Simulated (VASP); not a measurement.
BeSe5:

```xyz
6
Lattice="0.0000 4.2673 4.2673 4.2673 0.0000 4.2673 4.2673 4.2673 0.0000" Properties=species:S:1:pos:R:3 pbc="T T T"
Be    2.1337    2.1337    2.1337
Se    7.4742    5.3277    5.3277
Se    5.3277    7.4742    5.3277
Se    5.3277    5.3277    7.4742
Se    7.4742    7.4742    7.4742
Se    4.2673    4.2673    4.2673
```

| Quantity | Value |
| --- | --- |
| Program | VASP 6.6.1 |
| Task | relaxation of cell and atoms |
| Functional | PBE |
| Potentials or basis | VASP PAW PBE potentials, release 64 (Be, Se) |
| Cutoff | 600 eV |
| k mesh | 4 × 4 × 4 |
| Occupations | gaussian, width 0.1 eV |
| Spin | no spin polarisation |

At the start: pressure -6.7 GPa; volume 25.90 Å³/atom.

Problem. How do energy, volume and symmetry change on relaxing?

Solution. Over 3 steps the energy falls by 107.7 meV/atom and the volume is 21.57 Å³/atom (-16.7 %); space group F-43m (No. 216, to 0.05 Å).

The path:
| step | energy change (eV) | largest force (eV/Å) | pressure (GPa) | volume (Å³) |
| --- | --- | --- | --- | --- |
| 1 | 0.0000 | 0.0602 | -6.66 | 155.41 |
| 2 | -0.6335 | 0.0034 | -1.27 | 132.45 |
| 3 | -0.6465 | 0.0073 | -0.08 | 129.43 |

Final structure:
```xyz
6
Lattice="0.0000 4.0148 4.0148 4.0148 0.0000 4.0148 4.0148 4.0148 0.0000" Properties=species:S:1:pos:R:3 pbc="T T T"
Be    2.0074    2.0074    2.0074
Se    7.0338    5.0107    5.0107
Se    5.0107    7.0338    5.0107
Se    5.0107    5.0107    7.0338
Se    7.0338    7.0338    7.0338
Se    4.0148    4.0148    4.0148
```

Caveat: the volume moved by over 15 % at a fixed basis, so the end points are rough.
